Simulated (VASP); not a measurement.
# SiAgBr6 (Fm-3m) in VASP: single point with PBE

Aim: the single point of SiAgBr6 with PBE.

Everything below comes from runs of VASP 6.6.1. Logs are shortened: lines on timing, memory, paths and dates and some standing lists are left out, and cuts for length are marked.

## (1) The cell of the first run

It takes space group Fm-3m (No. 225, cubic). The conventional cell has a = 10.200 Å, b = 10.200 Å, c = 10.200 Å, α = 90.00°, β = 90.00°, γ = 90.00°. Within 3.3 Å of Si (site symmetry m-3m) lie 6 Br at 2.52 Å. Ag (site symmetry m-3m) has 6 Br at 2.58 Å within 3.4 Å. Within 3.3 Å of Br (site symmetry 4mm) lie 1 Si at 2.52 Å and 1 Ag at 2.58 Å.

## (2) Single point, PBE

File INCAR:

```
  ALGO = Normal
  EDIFF = 1E-7
  ENCUT = 520
  GGA = PE
  ISIF = 2
  ISMEAR = 0
  LASPH = T
  LCHARG = T
  LELF = T
  LREAL = F
  LVHAR = T
  LWAVE = F
  NBANDS = 38
  NELM = 100
  PREC = Accurate
  SIGMA = 0.1
```

File KPOINTS:

```
k-points
0
Gamma
  4 4 4
```

File POSCAR:

```
SiAgBr6
1.0
    0.0000000000      5.1000000000      5.1000000000
    5.1000000000      0.0000000000      5.1000000000
    5.1000000000      5.1000000000      0.0000000000
Si Ag Br
1 1 6
Direct
    0.5000000000      0.5000000000      0.5000000000
    0.0000000000      0.0000000000      0.0000000000
    0.7470879700      0.2529120300      0.2529120300
    0.2529120300      0.7470879700      0.2529120300
    0.2529120300      0.2529120300      0.7470879700
    0.2529120300      0.7470879700      0.7470879700
    0.7470879700      0.2529120300      0.7470879700
    0.7470879700      0.7470879700      0.2529120300
```

Potentials or basis: VASP PAW PBE potentials, release 64 (Si, Ag, Br).

Launch:

```
> cat potpaw_PBE.64/Si/POTCAR potpaw_PBE.64/Ag/POTCAR potpaw_PBE.64/Br/POTCAR > POTCAR
> mpirun -np 1 vasp_std > vasp.out
```

OUTCAR:

```text
EDIFF = 1E-7
   ENCUT = 520
   GGA = PE
   ISIF = 2
   ISMEAR = 0
   LASPH = T
   LREAL = F
   NELM = 100
   PREC = Accurate

 ion  position               nearest neighbor table
   1  0.500  0.500  0.500-   3 2.52   4 2.52   5 2.52   6 2.52   7 2.52   8 2.52
   2  0.000  0.000  0.000-   3 2.58   4 2.58   5 2.58   6 2.58   7 2.58   8 2.58
   3  0.747  0.253  0.253-   1 2.52   2 2.58
   4  0.253  0.747  0.253-   1 2.52   2 2.58
   5  0.253  0.253  0.747-   1 2.52   2 2.58
   6  0.253  0.747  0.747-   1 2.52   2 2.58
   7  0.747  0.253  0.747-   1 2.52   2 2.58
   8  0.747  0.747  0.253-   1 2.52   2 2.58

  LATTYP: Found a face centered cubic cell.
 ALAT       =    10.2000000000

  Lattice vectors:

 A1 = (   0.0000000000,   5.1000000000,   5.1000000000)
 A2 = (   5.1000000000,   0.0000000000,   5.1000000000)
 A3 = (   5.1000000000,   5.1000000000,   0.0000000000)

Analysis of symmetry for initial positions (statically):
=====================================================================
 Subroutine PRICEL returns:
 Original cell was already a primitive cell.

 Routine SETGRP: Setting up the symmetry group for a
 face centered cubic supercell.

 Subroutine GETGRP returns: Found 48 space group operations
 (whereof 48 operations were pure point group operations)
 out of a pool of 48 trial point group operations.

The static configuration has the point symmetry O_h .

Analysis of symmetry for dynamics (positions and initial velocities):
=====================================================================
 Subroutine PRICEL returns:
 Original cell was already a primitive cell.

 Routine SETGRP: Setting up the symmetry group for a
 face centered cubic supercell.

 Subroutine GETGRP returns: Found 48 space group operations
 (whereof 48 operations were pure point group operations)
 out of a pool of 48 trial point group operations.

The dynamic configuration has the point symmetry O_h .

 Subroutine INISYM returns: Found 48 space group operations
 (whereof 48 operations are pure point group operations),
 and found     1 'primitive' translations

----------------------------------------------------------------------------------------

                                     Primitive cell

  volume of cell :     265.3020

  direct lattice vectors                    reciprocal lattice vectors
     0.000000000  5.100000000  5.100000000    -0.098039216  0.098039216  0.098039216
     5.100000000  0.000000000  5.100000000     0.098039216 -0.098039216  0.098039216
     5.100000000  5.100000000  0.000000000     0.098039216  0.098039216 -0.098039216

  length of vectors
     7.212489168  7.212489168  7.212489168     0.169808903  0.169808903  0.169808903

  position of ions in fractional coordinates (direct lattice)
     0.500000000  0.500000000  0.500000000
     0.000000000  0.000000000  0.000000000
     0.747087970  0.252912030  0.252912030
     0.252912030  0.747087970  0.252912030
     0.252912030  0.252912030  0.747087970
     0.252912030  0.747087970  0.747087970
     0.747087970  0.252912030  0.747087970
     0.747087970  0.747087970  0.252912030

  ion indices of the primitive-cell ions
   primitive index   ion index
                 1           1
                 2           2
                 3           3
                 4           4
                 5           5
                 6           6
                 7           7
                 8           8

----------------------------------------------------------------------------------------

 KPOINTS: k-points

Automatic generation of k-mesh.
 Grid dimensions read from file:
 generate k-points for:    4    4    4

 Generating k-lattice:

  Cartesian coordinates                     Fractional coordinates (reciprocal lattice)
    -0.024509804  0.024509804  0.024509804     0.250000000  0.000000000  0.000000000
     0.024509804 -0.024509804  0.024509804     0.000000000  0.250000000  0.000000000
     0.024509804  0.024509804 -0.024509804     0.000000000  0.000000000  0.250000000

  Length of vectors
     0.042452226  0.042452226  0.042452226

  Shift w.r.t. Gamma in fractional coordinates (k-lattice)
     0.000000000  0.000000000  0.000000000

 Subroutine IBZKPT returns following result:
 ===========================================

 Found      8 irreducible k-points:

 Following reciprocal coordinates:
            Coordinates               Weight
  0.000000  0.000000  0.000000      1.000000
  0.250000  0.000000  0.000000      8.000000
  0.500000  0.000000  0.000000      4.000000
  0.250000  0.250000  0.000000      6.000000
  0.500000  0.250000  0.000000     24.000000
 -0.250000  0.250000  0.000000     12.000000
  0.500000  0.500000  0.000000      3.000000
 -0.250000  0.500000  0.250000      6.000000
   k-points           NKPTS =      8   k-points in BZ     NKDIM =      8   number of bands    NBANDS=     38
   number of dos      NEDOS =    301   number of ions     NIONS =      8
   total plane-waves  NPLWV = 157464
   dimension x,y,z NGX =    54 NGY =   54 NGZ =   54
   dimension x,y,z NGXF=   108 NGYF=  108 NGZF=  108
   ions per type =               1   1   6
   NGX,Y,Z   is equivalent  to a cutoff of  12.45, 12.45, 12.45 a.u.
   NGXF,Y,Z  is equivalent  to a cutoff of  24.89, 24.89, 24.89 a.u.
 SYSTEM =  unknown system
   PREC   = accura    normal or accurate (medium, high low for compatibility)
   ISTART =      0    job   : 0-new  1-cont  2-samecut
   ICHARG =      2    charge: 1-file 2-atom 10-const
   ISPIN  =      1    spin polarized calculation?
   LNONCOLLINEAR =      F non collinear calculations
   LSORBIT =      F    spin-orbit coupling
   LASPH  =      T    aspherical Exc in radial PAW
   ENCUT  =  520.0 eV  38.22 Ry    6.18 a.u.  13.41 13.41 13.41*2*pi/ulx,y,z
   NELM   =    100;   NELMIN=  2; NELMDL= -5     # of ELM steps
   EDIFF  = 0.1E-06   stopping-criterion for ELM
   LREAL  =      F    real-space projection
   EDIFFG = 0.1E-05   stopping-criterion for IOM
   NSW    =      0    number of steps for IOM
   IBRION =     -1    ionic relax: 0-MD 1-quasi-New 2-CG
   NFREE  =      0    steps in history (QN), initial steepest desc. (CG)
   ISIF   =      2    stress and relaxation
   ISYM   =      2    0-nonsym 1-usesym 2-fastsym
   POTIM  = 0.5000    time-step for ionic-motion
   TEBEG  =    0.0;   TEEND  =   0.0 temperature during run
   PSTRESS=    0.0 pullay stress
   NELECT =      57.0000    total number of electrons
   NUPDOWN=      -1.0000    fix difference up-down
   EMIN   =  10.00;   EMAX   =-10.00  energy-range for DOS
   EFERMI =   0.00;   METHOD = LEGACY
   ISMEAR =     0;   SIGMA  =   0.10  broadening in eV -4-tet -1-fermi 0-gaus
   EFERMI_NEDOS =   21; number of points for ismear=-14 and -15
   IALGO  =     38    algorithm
   IMIX   =      4    mixing-type and parameters
     AMIX     =   0.40;   BMIX     =  1.00
     AMIX_MAG =   1.60;   BMIX_MAG =  1.00
  volume/ion in A,a.u.               =      33.16       223.79
  Fermi-wavevector in a.u.,A,eV,Ry     =   0.980512  1.852899 13.080694  0.961404
  Thomas-Fermi vector in A             =   2.111448
   LORBIT       =      0    0 simple, 1 ext, 2 COOP (PROOUT), +10 PAW based schemes
   GGA     = PE    functional components
   LHFCALC =     F    Hartree Fock is set to
   AEXX    =    0.0000 exact exchange contribution
   IVDW    =     0    specifies the selected vdW correction
   LEPSILON=     F    determine dielectric tensor
   LRPA    =     F    only Hartree local field effects (RPA)
 non-spin polarized calculation
 Gauss-broadening in eV      SIGMA  =   0.10
  energy-cutoff  :      520.00
  volume of cell :      265.30
 maximum number of plane-waves:      7165
 NGX is ok and might be reduce to    54
   NGX = 27   NGY = 27   NGZ = 27

 number of electron      56.9999991 magnetization

 Free energy of the ion-electron system (eV)
  ---------------------------------------------------
  ext. energy  EPLUGINS =         0.00000000
  ---------------------------------------------------
  free energy    TOTEN  =       -19.39736451 eV

  energy without entropy =      -19.34735910  energy(sigma->0) =      -19.37236180

 E-fermi :  -0.2615     XC(G=0):  -7.6334

 val. band max:       -0.2831327781   @ k =   0.2500   0.0000   0.0000
 cond. band min:      -0.2253488222   @ k =   0.5000   0.5000   0.0000
 fundamental gap:      0.0577839559
 Fermi energy:        -0.2614915653

 k-point     1 :       0.0000    0.0000    0.0000
  band No.  band energies     occupation
      1     -14.9590      2.00000
      2     -14.0752      2.00000
      3     -14.0752      2.00000
      4     -14.0752      2.00000
      5     -13.7999      2.00000
      6     -13.7999      2.00000
[... 30 lines left out ...]
     37       7.3276      0.00000
     38       7.3276      0.00000

 k-point     2 :       0.2500    0.0000    0.0000
  band No.  band energies     occupation
      1     -14.8658      2.00000
      2     -14.2119      2.00000
      3     -14.0537      2.00000
      4     -14.0537      2.00000
      5     -13.8255      2.00000
      6     -13.8255      2.00000
[... 30 lines left out ...]
     37       7.5753      0.00000
     38       7.5753      0.00000

 k-point     3 :       0.5000    0.0000    0.0000
  band No.  band energies     occupation
      1     -14.7070      2.00000
      2     -14.4128      2.00000
      3     -14.0261      2.00000
      4     -14.0261      2.00000
      5     -13.8572      2.00000
      6     -13.8572      2.00000
[... 30 lines left out ...]
     37       7.6261      0.00000
[... 125 lines left out ...]
 k-point     7 :       0.5000    0.5000    0.0000
  band No.  band energies     occupation
      1     -14.7098      2.00000
      2     -14.1403      2.00000
      3     -14.0997      2.00000
      4     -14.0873      2.00000
      5     -14.0873      2.00000
      6     -13.7931      2.00000
[... 30 lines left out ...]
     37       7.7110      0.00000
     38       7.9644      0.00000

 k-point     8 :      -0.2500    0.5000    0.2500
  band No.  band energies     occupation
      1     -14.6723      2.00000
      2     -14.3066      2.00000
      3     -14.0935      2.00000
      4     -14.0935      2.00000
      5     -13.9181      2.00000
      6     -13.8338      2.00000
[... 30 lines left out ...]
     37       7.9469      0.00000
     38       8.0207      0.00000

------------------------ aborting loop because EDIFF is reached ----------------------------------------

  FORCE on cell =-STRESS in cart. coord.  units (eV):
  Direction    XX          YY          ZZ          XY          YZ          ZX
  --------------------------------------------------------------------------------------
  -------------------------------------------------------------------------------------
  Total        2.4428654      2.4428654      2.4428654      0.0000000      0.0000000      0.0000000
  in kB       14.7526347     14.7526347     14.7526347      0.0000000      0.0000000      0.0000000
  external PRESSURE =      14.7526347 kB  Pullay stress =       0.0000000 kB

 VOLUME and BASIS-vectors are now :
 -----------------------------------------------------------------------------
  energy-cutoff  :      520.00
  volume of cell :      265.30
      direct lattice vectors                 reciprocal lattice vectors
     0.000000000  5.100000000  5.100000000    -0.098039216  0.098039216  0.098039216
     5.100000000  0.000000000  5.100000000     0.098039216 -0.098039216  0.098039216
     5.100000000  5.100000000  0.000000000     0.098039216  0.098039216 -0.098039216

 POSITION                                       TOTAL-FORCE (eV/Angst)
 -----------------------------------------------------------------------------------
      5.10000      5.10000      5.10000         0.000000      0.000000      0.000000
      0.00000      0.00000      0.00000         0.000000      0.000000      0.000000
      2.57970      5.10000      5.10000         1.315404      0.000000      0.000000
      5.10000      2.57970      5.10000         0.000000      1.315404      0.000000
      5.10000      5.10000      2.57970         0.000000      0.000000      1.315404
      7.62030      5.10000      5.10000        -1.315404      0.000000      0.000000
      5.10000      7.62030      5.10000         0.000000     -1.315404      0.000000
      5.10000      5.10000      7.62030         0.000000      0.000000     -1.315404
 -----------------------------------------------------------------------------------
    total drift:                               -0.000000      0.000000      0.000000

  FREE ENERGIE OF THE ION-ELECTRON SYSTEM (eV)
  ---------------------------------------------------
  free  energy   TOTEN  =       -19.3973645083 eV

  energy  without entropy=      -19.3473590995  energy(sigma->0) =      -19.37236180
```

It took 2.1 min on 1 thread of Intel Xeon Platinum 8259CL at 2.50GHz (Skylake/Cascade Lake), shared host; peak memory 0.44 GiB.

Results:

| Item | Value |
| --- | --- |
| Free energy | -19.3974 eV |
| Pressure | 1.5 GPa |
| Largest force | 1.315 eV/Å |
| Band gap on the k mesh | zero (an odd number of electrons rules out a gap without spin polarisation) |

Forces on the atoms (eV/Å):
```
Si   0.000  0.000  0.000
Ag   0.000  0.000  0.000
Br   1.315  0.000  0.000
Br   0.000  1.315  0.000
Br   0.000  0.000  1.315
Br  -1.315  0.000  0.000
Br   0.000 -1.315  0.000
Br   0.000  0.000 -1.315
```

Caveat: an odd number of electrons without spin polarisation forces a metal; a magnetic or distorted state may lie lower.
